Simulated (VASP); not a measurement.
# Ca2P (Fm-3m) in VASP: a series of runs

The runs below take Ca2P through single point, relaxation of cell and atoms, with PBE.

Program: VASP 6.6.1. These are calculated values, not measurements. Logs are shortened: lines on timing, memory, paths and dates and some standing lists are left out, and cuts for length are marked.

## 1. The cell of the first run

The structure is cubic, space group Fm-3m (No. 225). Conventional cell: a = 6.609 Å, b = 6.609 Å, c = 6.609 Å, α = 90.00°, β = 90.00°, γ = 90.00°. Within 3.8 Å of Ca (site symmetry -43m) lie 4 P at 2.86 Å and 6 Ca at 3.30 Å. Within 3.8 Å of P (site symmetry m-3m) lie 8 Ca at 2.86 Å.

The cell was built from a structure type or drawn by symmetry, and may not be a known phase.

## 2. Single point, PBE

The input, INCAR:

```
ALGO = Normal
EDIFF = 1E-6
ENCUT = 520
GGA = PE
ISIF = 2
ISMEAR = 0
LASPH = True
LCHARG = False
LREAL = False
LWAVE = False
NBANDS = 20
NELM = 80
PREC = Accurate
SIGMA = 0.1
```

The input, KPOINTS:

```
k-points
0
Gamma
  4 4 4
```

The input, POSCAR:

```
Ca2P
1.0
    0.0000000000      3.3044319700      3.3044319700
    3.3044319700      0.0000000000      3.3044319700
    3.3044319700      3.3044319700      0.0000000000
Ca P
2 1
Direct
    0.2500000000      0.2500000000      0.2500000000
    0.7500000000      0.7500000000      0.7500000000
    0.5000000000      0.5000000000      0.5000000000
```

Potentials or basis: VASP PAW PBE potentials, release 64 (Ca_sv, P).

Launch:

```
> cat potpaw_PBE.64/Ca_sv/POTCAR potpaw_PBE.64/P/POTCAR > POTCAR
> mpirun -np 1 vasp_std > vasp.out
```

OUTCAR:

```text
EDIFF = 1E-6
   ENCUT = 520
   GGA = PE
   ISIF = 2
   ISMEAR = 0
   LASPH = True
   LREAL = False
   NELM = 80
   PREC = Accurate

 ion  position               nearest neighbor table
   1  0.250  0.250  0.250-   3 2.86   3 2.86   3 2.86   3 2.86
   2  0.750  0.750  0.750-   3 2.86   3 2.86   3 2.86   3 2.86
   3  0.500  0.500  0.500-   1 2.86   1 2.86   1 2.86   1 2.86   2 2.86   2 2.86   2 2.86   2 2.86

  LATTYP: Found a face centered cubic cell.
 ALAT       =     6.6088639400

  Lattice vectors:

 A1 = (   0.0000000000,   3.3044319700,   3.3044319700)
 A2 = (   3.3044319700,   0.0000000000,   3.3044319700)
 A3 = (   3.3044319700,   3.3044319700,   0.0000000000)

Analysis of symmetry for initial positions (statically):
=====================================================================
 Subroutine PRICEL returns:
 Original cell was already a primitive cell.

 Routine SETGRP: Setting up the symmetry group for a
 face centered cubic supercell.

 Subroutine GETGRP returns: Found 48 space group operations
 (whereof 48 operations were pure point group operations)
 out of a pool of 48 trial point group operations.

The static configuration has the point symmetry O_h .

Analysis of symmetry for dynamics (positions and initial velocities):
=====================================================================
 Subroutine PRICEL returns:
 Original cell was already a primitive cell.

 Routine SETGRP: Setting up the symmetry group for a
 face centered cubic supercell.

 Subroutine GETGRP returns: Found 48 space group operations
 (whereof 48 operations were pure point group operations)
 out of a pool of 48 trial point group operations.

The dynamic configuration has the point symmetry O_h .

 Subroutine INISYM returns: Found 48 space group operations
 (whereof 48 operations are pure point group operations),
 and found     1 'primitive' translations

----------------------------------------------------------------------------------------

                                     Primitive cell

  volume of cell :      72.1640

  direct lattice vectors                    reciprocal lattice vectors
     0.000000000  3.304431970  3.304431970    -0.151311936  0.151311936  0.151311936
[... 66 lines left out ...]
   LNONCOLLINEAR =      F non collinear calculations
   LSORBIT =      F    spin-orbit coupling
   LASPH  =      T    aspherical Exc in radial PAW
   ENCUT  =  520.0 eV  38.22 Ry    6.18 a.u.   8.69  8.69  8.69*2*pi/ulx,y,z
   NELM   =     80;   NELMIN=  2; NELMDL= -5     # of ELM steps
   EDIFF  = 0.1E-05   stopping-criterion for ELM
   LREAL  =      F    real-space projection
   EDIFFG = 0.1E-04   stopping-criterion for IOM
   NSW    =      0    number of steps for IOM
   IBRION =     -1    ionic relax: 0-MD 1-quasi-New 2-CG
   NFREE  =      0    steps in history (QN), initial steepest desc. (CG)
   ISIF   =      2    stress and relaxation
   ISYM   =      2    0-nonsym 1-usesym 2-fastsym
   POTIM  = 0.5000    time-step for ionic-motion
   TEBEG  =    0.0;   TEEND  =   0.0 temperature during run
   PSTRESS=    0.0 pullay stress
   NELECT =      25.0000    total number of electrons
   NUPDOWN=      -1.0000    fix difference up-down
   EMIN   =  10.00;   EMAX   =-10.00  energy-range for DOS
   EFERMI =   0.00;   METHOD = LEGACY
   ISMEAR =     0;   SIGMA  =   0.10  broadening in eV -4-tet -1-fermi 0-gaus
   EFERMI_NEDOS =   21; number of points for ismear=-14 and -15
   IALGO  =     38    algorithm
   IMIX   =      4    mixing-type and parameters
     AMIX     =   0.40;   BMIX     =  1.00
     AMIX_MAG =   1.60;   BMIX_MAG =  1.00
  volume/ion in A,a.u.               =      24.05       162.33
  Fermi-wavevector in a.u.,A,eV,Ry     =   1.149780  2.172769 17.986816  1.321994
  Thomas-Fermi vector in A             =   2.286448
   LORBIT       =      0    0 simple, 1 ext, 2 COOP (PROOUT), +10 PAW based schemes
   GGA     = PE    functional components
   LHFCALC =     F    Hartree Fock is set to
   AEXX    =    0.0000 exact exchange contribution
   IVDW    =     0    specifies the selected vdW correction
   LEPSILON=     F    determine dielectric tensor
   LRPA    =     F    only Hartree local field effects (RPA)
 non-spin polarized calculation
 Gauss-broadening in eV      SIGMA  =   0.10
  energy-cutoff  :      520.00
  volume of cell :       72.16
 maximum number of plane-waves:      1964
 NGX is ok and might be reduce to    36
   NGX = 17   NGY = 17   NGZ = 17

 number of electron      25.0000003 magnetization

 Free energy of the ion-electron system (eV)
  ---------------------------------------------------
  ext. energy  EPLUGINS =         0.00000000
  ---------------------------------------------------
  free energy    TOTEN  =       -11.83974129 eV

  energy without entropy =      -11.83348909  energy(sigma->0) =      -11.83661519

 E-fermi :   4.7331     XC(G=0):  -9.3518

 val. band max:        4.6175725176   @ k =   0.5000   0.2500   0.0000
 cond. band min:       4.7857243535   @ k =   0.0000   0.0000   0.0000
 fundamental gap:      0.1681518359
 Fermi energy:         4.7330545259

 k-point     1 :       0.0000    0.0000    0.0000
  band No.  band energies     occupation
      1     -36.5296      2.00000
      2     -36.4099      2.00000
      3     -17.6871      2.00000
      4     -17.6871      2.00000
      5     -17.6871      2.00000
      6     -17.3998      2.00000
[... 173 lines left out ...]
     19       8.4863      0.00000
     20       9.2198      0.00000

------------------------ aborting loop because EDIFF is reached ----------------------------------------

  FORCE on cell =-STRESS in cart. coord.  units (eV):
  Direction    XX          YY          ZZ          XY          YZ          ZX
  --------------------------------------------------------------------------------------
  -------------------------------------------------------------------------------------
  Total        2.5638984      2.5638984      2.5638984     -0.0000000      0.0000000     -0.0000000
  in kB       56.9234163     56.9234163     56.9234163     -0.0000000      0.0000000     -0.0000000
  external PRESSURE =      56.9234163 kB  Pullay stress =       0.0000000 kB

 VOLUME and BASIS-vectors are now :
 -----------------------------------------------------------------------------
  energy-cutoff  :      520.00
  volume of cell :       72.16
      direct lattice vectors                 reciprocal lattice vectors
     0.000000000  3.304431970  3.304431970    -0.151311936  0.151311936  0.151311936
     3.304431970  0.000000000  3.304431970     0.151311936 -0.151311936  0.151311936
     3.304431970  3.304431970  0.000000000     0.151311936  0.151311936 -0.151311936

 POSITION                                       TOTAL-FORCE (eV/Angst)
 -----------------------------------------------------------------------------------
      1.65222      1.65222      1.65222         0.000000      0.000000     -0.000000
      4.95665      4.95665      4.95665        -0.000000     -0.000000      0.000000
      3.30443      3.30443      3.30443         0.000000     -0.000000      0.000000
 -----------------------------------------------------------------------------------
    total drift:                                0.000000      0.000000      0.000000

  FREE ENERGIE OF THE ION-ELECTRON SYSTEM (eV)
  ---------------------------------------------------
  free  energy   TOTEN  =       -11.8397412899 eV

  energy  without entropy=      -11.8334890884  energy(sigma->0) =      -11.83661519
```

OSZICAR:

```text
N       E                     dE             d eps       ncg     rms          rms(c)
DAV:   1     0.210504072527E+03    0.21050E+03   -0.12485E+04   320   0.117E+03
DAV:   2     0.755073621617E+00   -0.20975E+03   -0.20593E+03   336   0.339E+02
DAV:   3    -0.118897280712E+02   -0.12645E+02   -0.12584E+02   604   0.662E+01
DAV:   4    -0.123496089688E+02   -0.45988E+00   -0.45926E+00   452   0.124E+01
DAV:   5    -0.123708477681E+02   -0.21239E-01   -0.21235E-01   488   0.182E+00    0.595E+00
DAV:   6    -0.118934733477E+02    0.47737E+00   -0.13048E+00   376   0.341E+00    0.362E+00
DAV:   7    -0.118405308645E+02    0.52942E-01   -0.34651E-01   432   0.245E+00    0.142E+00
DAV:   8    -0.118398643066E+02    0.66656E-03   -0.48451E-02   404   0.126E+00    0.221E-01
DAV:   9    -0.118394644211E+02    0.39989E-03   -0.34768E-03   448   0.303E-01    0.169E-01
DAV:  10    -0.118396999569E+02   -0.23554E-03   -0.94459E-04   496   0.179E-01    0.376E-02
DAV:  11    -0.118397406431E+02   -0.40686E-04   -0.15167E-04   396   0.887E-02    0.113E-02
DAV:  12    -0.118397412899E+02   -0.64674E-06   -0.41587E-06   416   0.127E-02
   1 F= -.11839741E+02 E0= -.11836615E+02  d E =-.625220E-02
```

Run time: 25 s. Hardware: 1 thread of Intel Xeon 8259CL, shared host; peak memory 0.2 GiB.

Results:

- Free energy: -11.8397 eV
- Pressure: 5.7 GPa
- Band gap on the k mesh: zero (an odd number of electrons rules out a gap without spin polarisation)

Levels at points of the mesh, in eV from the Fermi level:
| k point | band 10 | band 11 | band 12 | band 13 | band 14 | band 15 |
| --- | --- | --- | --- | --- | --- | --- |
| (0.00, 0.00, 0.00) | -2.99 | -2.99 | -2.99 | 0.05 | 0.61 | 0.61 |
| (0.50, 0.00, 0.00) | -3.92 | -2.58 | -2.58 | 1.47 | 1.47 | 1.65 |
| (0.50, 0.50, 0.00) | -4.09 | -2.36 | -2.36 | -0.82 | 0.79 | 1.64 |

Caveat: the k points lie up to 0.41 Å⁻¹ apart, too coarse for converged energies and pressures of a metal.

## 3. Single point, PBE

This run uses another cell than the first one, of 26.70 Å³/atom.

The input, INCAR:

```
PREC     = Accurate       # precision mode
ENCUT    = 520            # plane-wave cutoff, eV
EDIFF    = 1E-7           # SCF threshold, eV
ISMEAR   = 0              # smearing method
SIGMA    = 0.1            # smearing width, eV
LREAL    = False          # projectors in reciprocal space
LASPH    = True           # aspherical terms in the spheres
NELM     = 80             # most SCF steps
ALGO     = Normal         # electronic algorithm
ISIF     = 2              # what is computed and relaxed
LWAVE    = False          # write WAVECAR
LCHARG   = False          # write CHGCAR
GGA      = PE             # functional
NBANDS   = 20             # bands
```

The input, KPOINTS:

```
regular mesh
0
Gamma
  4 4 4
```

The input, POSCAR:

```
Ca2P
1.0
    0.0000000000      3.4214557128      3.4214557128
    3.4214557128      0.0000000000      3.4214557128
    3.4214557128      3.4214557128      0.0000000000
Ca P
2 1
Direct
    0.2500000000      0.2500000000      0.2500000000
    0.7500000000      0.7500000000      0.7500000000
    0.5000000000      0.5000000000      0.5000000000
```

Potentials or basis: VASP PAW PBE potentials, release 64 (Ca_sv, P).

Launch:

```
> cat potpaw_PBE.64/Ca_sv/POTCAR potpaw_PBE.64/P/POTCAR > POTCAR
> mpirun -np 1 vasp_std > vasp.out
```

Wall time 32 s (1 thread of Intel Xeon 8259CL, shared host); peak memory 0.2 GiB.

The run converged. Its results:

| Quantity | Value |
| --- | --- |
| Free energy | -11.9733 eV |
| Pressure | 0.0 GPa |
| Band gap on the k mesh | zero (an odd number of electrons rules out a gap without spin polarisation) |

Levels at points of the mesh, in eV from the Fermi level:
```csv
k point,band 10,band 11,band 12,band 13,band 14,band 15
"(0.00, 0.00, 0.00)",-2.84,-2.84,-2.84,-0.37,0.63,0.63
"(0.50, 0.00, 0.00)",-3.87,-2.54,-2.54,1.35,1.35,1.51
"(0.50, 0.50, 0.00)",-3.98,-2.41,-2.41,-0.77,0.65,1.53
```

Caveat: the k points lie up to 0.40 Å⁻¹ apart, too coarse for converged energies and pressures of a metal.

## 4. Relaxation of cell and atoms, PBE

The input, INCAR:

```
SYSTEM = Ca2P
  PREC = Accurate
  ENCUT = 600
  EDIFF = 1E-6
  ISMEAR = 0
  SIGMA = 0.1
  LREAL = .False.
  LASPH = .True.
  NELM = 100
  ALGO = Normal
  ISIF = 3
  LWAVE = .False.
  LCHARG = .False.
  GGA = PE
  IBRION = 2
  NSW = 90
  EDIFFG = -0.04
```

The input, KPOINTS:

```
regular mesh
0
Gamma
  4 4 4
  0 0 0
```

The input, POSCAR:

```
Ca2P
1.0
    0.0000000000      3.3044319700      3.3044319700
    3.3044319700      0.0000000000      3.3044319700
    3.3044319700      3.3044319700      0.0000000000
Ca P
2 1
Direct
    0.2500000000      0.2500000000      0.2500000000
    0.7500000000      0.7500000000      0.7500000000
    0.5000000000      0.5000000000      0.5000000000
```

Launch:

```
> cat potpaw_PBE.64/Ca_sv/POTCAR potpaw_PBE.64/P/POTCAR > POTCAR
> mpirun -np 1 vasp_std > vasp.out
```

Run time: 94 s. Hardware: 1 thread of Intel Xeon 8259CL, shared host; peak memory 0.24 GiB.

The run converged. Its results:

```
Free energy                           : -11.9727 eV
Relaxed volume                        : 26.69 Å³/atom
Relaxed cell                          : a = 4.838 Å, b = 4.838 Å, c = 4.838 Å, α = 60.00°, β = 60.00°, γ = 60.00°
Space group after relaxing (to 0.1 Å) : Fm-3m (No. 225)
Energy gained by relaxing             : 44.1 meV/atom
Ionic steps                           : 3
Pressure after relaxing               : 0.0 GPa
Band gap on the k mesh                : zero (an odd number of electrons rules out a gap without spin polarisation)
```

The path:
| step | energy change (eV) | largest force (eV/Å) | pressure (GPa) | volume (Å³) |
| --- | --- | --- | --- | --- |
| 1 | 0.0000 | 0.0000 | 5.72 | 72.16 |
| 2 | -0.1286 | 0.0000 | -0.81 | 81.52 |
| 3 | -0.1323 | 0.0000 | 0.00 | 80.06 |

Final structure:
```
CELL_PARAMETERS angstrom
0.00000 3.42076 3.42076
3.42076 0.00000 3.42076
3.42076 3.42076 0.00000
ATOMIC_POSITIONS crystal
Ca 0.25000 0.25000 0.25000
Ca 0.75000 0.75000 0.75000
P 0.50000 0.50000 0.50000
```

Levels at points of the mesh, in eV from the Fermi level:
```csv
k point,band 10,band 11,band 12,band 13,band 14,band 15
"(0.00, 0.00, 0.00)",-2.84,-2.84,-2.84,-0.37,0.63,0.63
"(0.50, 0.00, 0.00)",-3.87,-2.54,-2.54,1.35,1.35,1.51
"(0.50, 0.50, 0.00)",-3.99,-2.41,-2.41,-0.77,0.65,1.53
```

Caveat: the k points lie up to 0.40 Å⁻¹ apart in the final cell, too coarse for converged energies and pressures of a metal.

## 5. Overview

```csv
task,cell,cutoff (eV),gap on the mesh (eV),pressure (GPa)
single point,"a = 4.673 Å, angles 60.0°, 3 atoms",520,none,5.7
single point,"a = 4.839 Å, angles 60.0°, 3 atoms",520,none,0.0
relaxation of cell and atoms,"relaxed from a = 4.673 Å, angles 60.0°, 3 atoms",600,none,0.0
```

Alike in all rows: level PBE; potentials or basis VASP PAW PBE potentials, release 64 (Ca_sv, P); no spin polarisation; k mesh 4 × 4 × 4; smearing gaussian 0.1 eV.

Caveats: all runs use coarse meshes.

Absolute energies hang on the potentials; compare differences alone.
